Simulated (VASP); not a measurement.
HfC: single point with r2SCAN

HfC:

```
Hf C
1.0
     0.00000    2.32500    2.32500
     2.32500    0.00000    2.32500
     2.32500    2.32500    0.00000
Hf C
1 1
Direct
  0.50000 0.50000 0.50000
  0.00000 0.00000 0.00000
```

```
Program                : VASP 6.6.1
Task                   : single point
Functional             : r2SCAN
Potentials or basis    : VASP PAW PBE potentials, release 64 (Hf_pv, C)
Cutoff                 : 660 eV
k mesh                 : 11 × 11 × 11
Occupations            : methfessel-paxton, width 0.15 eV
Spin                   : no spin polarisation
Dipole correction      : no
Further INCAR settings : ALGO = Normal; EDIFF = 1e-06; NBANDS = 14
```

The pressure is -2.6 GPa and the band gap on the k mesh is zero (bands 7 and 8 overlap by 1.48 eV).

Levels at points of the mesh, in eV from the Fermi level:
| k point | band 4 | band 5 | band 6 | band 7 | band 8 | band 9 | band 10 | band 11 |
| --- | --- | --- | --- | --- | --- | --- | --- | --- |
| (0.00, 0.00, 0.00) | -13.13 | 0.91 | 0.91 | 0.91 | 1.53 | 1.53 | 1.53 | 3.44 |

Wall time 44 s on 1 thread of Intel(R) Xeon(R) 6975P-C (Granite Rapids), on a shared host, peak memory 0.18 GiB.

Caveat: the PAW data sets were made with another functional, which shifts forces and pressure a little; spin-orbit coupling is left out, which moves the levels of the heavy elements.
